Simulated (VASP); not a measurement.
SiNi:

```
CELL_PARAMETERS angstrom
2.94277 0.00000 0.00000
0.00000 3.28033 0.00000
0.00000 0.00000 4.67745
ATOMIC_POSITIONS crystal
Ni 0.50000 0.50000 0.34250
Ni 0.00000 0.00000 0.65750
Si 0.50000 0.50000 0.84314
Si 0.00000 0.00000 0.15686
```

* Program: VASP 6.6.1
* Task: relaxation of cell and atoms
* Functional: PBE
* Potentials or basis: VASP PAW PBE potentials, release 64 (Ni, Si)
* Cutoff: 600 eV
* k mesh: 9 × 8 × 6
* Occupations: fermi-dirac, width 0.05 eV
* Spin: collinear spin, ferromagnetic start
* Starting moments: [1.0, 1.0, 0.0, 0.0] μB

At the start: pressure 6.7 GPa; volume 11.29 Å³/atom.

Task: Where does the relaxation end?

Result: Over 10 steps the energy falls by 8.3 meV/atom and the volume is 11.70 Å³/atom (+3.6 %); space group Pmmn (No. 59, to 0.1 Å) before and after; moment 0.00 μB per cell.

The path:
| step | energy change (eV) | largest force (eV/Å) | pressure (GPa) | volume (Å³) |
| --- | --- | --- | --- | --- |
| 1 | 0.0000 | 0.0634 | 6.67 | 45.15 |
| 2 | -0.0026 | 0.1499 | -5.59 | 48.29 |
| 3 | -0.0316 | 0.0493 | 0.54 | 46.71 |
| 4 | -0.0314 | 0.0600 | -0.48 | 46.84 |
| 5 | -0.0315 | 0.0560 | -0.28 | 46.78 |
| 6 | -0.0316 | 0.0536 | -0.14 | 46.75 |
| 7 | -0.0331 | 0.0225 | -0.14 | 46.82 |
| 8 | -0.0332 | 0.0164 | -0.08 | 46.84 |
| 9 | -0.0332 | 0.0157 | -0.12 | 46.84 |
| 10 | -0.0333 | 0.0000 | 0.03 | 46.78 |

Final structure:
```
CELL_PARAMETERS angstrom
2.98776 0.00000 0.00000
0.00000 3.32558 0.00000
0.00000 0.00000 4.70851
ATOMIC_POSITIONS crystal
Ni 0.50000 0.50000 0.34224
Ni 0.00000 0.00000 0.65776
Si 0.50000 0.50000 0.84258
Si 0.00000 0.00000 0.15742
```
